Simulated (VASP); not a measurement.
NaI:

```
Na I
1.0
     0.00000    3.21866    3.21866
     3.21866    0.00000    3.21866
     3.21866    3.21866    0.00000
Na I
1 1
Direct
  0.00000 0.00000 0.00000
  0.50000 0.50000 0.50000
```

- Program: VASP 6.6.1
- Task: relaxation of cell and atoms
- Functional: PBE
- Dispersion: D3(BJ)
- Potentials or basis: VASP PAW PBE potentials, release 64 (Na_pv, I)
- Cutoff: 600 eV
- k mesh: 6 × 6 × 6
- Occupations: gaussian, width 0.02 eV
- Spin: no spin polarisation

At the start: pressure -0.6 GPa; volume 33.34 Å³/atom.

**Question.** How do energy, volume and symmetry change on relaxing?

**Answer.** Over 3 steps the energy falls by 2.3 meV/atom and the volume is 32.17 Å³/atom (-3.5 %); space group Fm-3m (No. 225, to 0.05 Å).

Step by step:
| step | energy change (eV) | largest force (eV/Å) | pressure (GPa) | volume (Å³) |
| --- | --- | --- | --- | --- |
| 1 | 0.0000 | 0.0000 | -0.62 | 66.69 |
| 2 | -0.0036 | 0.0000 | -0.31 | 65.45 |
| 3 | -0.0047 | 0.0000 | 0.02 | 64.35 |

Final structure:
```
CELL_PARAMETERS angstrom
0.00000 3.18056 3.18056
3.18056 0.00000 3.18056
3.18056 3.18056 0.00000
ATOMIC_POSITIONS crystal
Na 0.00000 0.00000 0.00000
I 0.50000 0.50000 0.50000
```
